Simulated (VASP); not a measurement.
Here is a VASP 6.6.1 calculation.

Contents of INCAR:

```
SYSTEM = Gd
ALGO = Fast
EDIFF = 1E-6
ENCUT = 520
GGA = PS
ISIF = 2
ISMEAR = -1
ISPIN = 2
LASPH = .TRUE.
LCHARG = .FALSE.
LMAXMIX = 6
LORBIT = 11
LREAL = .FALSE.
LWAVE = .FALSE.
MAGMOM = 7
NBANDS = 19
NELM = 150
PREC = Accurate
SIGMA = 0.1
```

The input KPOINTS:

```
k-points
0
G
  8 8 8
  0 0 0
```

Contents of POSCAR:

```
Gd
1.0
    0.0000000000      2.5858190855      2.5858190855
    2.5858190855      0.0000000000      2.5858190855
    2.5858190855      2.5858190855      0.0000000000
Gd
1
Direct
    0.0000000000      0.0000000000      0.0000000000
```

Potentials or basis: VASP PAW PBE potentials, release 64 (Gd).

Run with:

```sh
$ cat potpaw_PBE.64/Gd/POTCAR > POTCAR
$ mpirun -np 1 vasp_std > vasp.out
```

(1) What does it give for the site moments?

(2) What does it give for the net moment?

(3) Predict the pressure.

Results:

(1) Gd +6.91 μB.

(2) 7.46 μB per cell.

(3) -3.2 GPa.

Caveat: the cell stands under tension; the PAW data sets were made with another functional, which shifts forces and pressure a little.
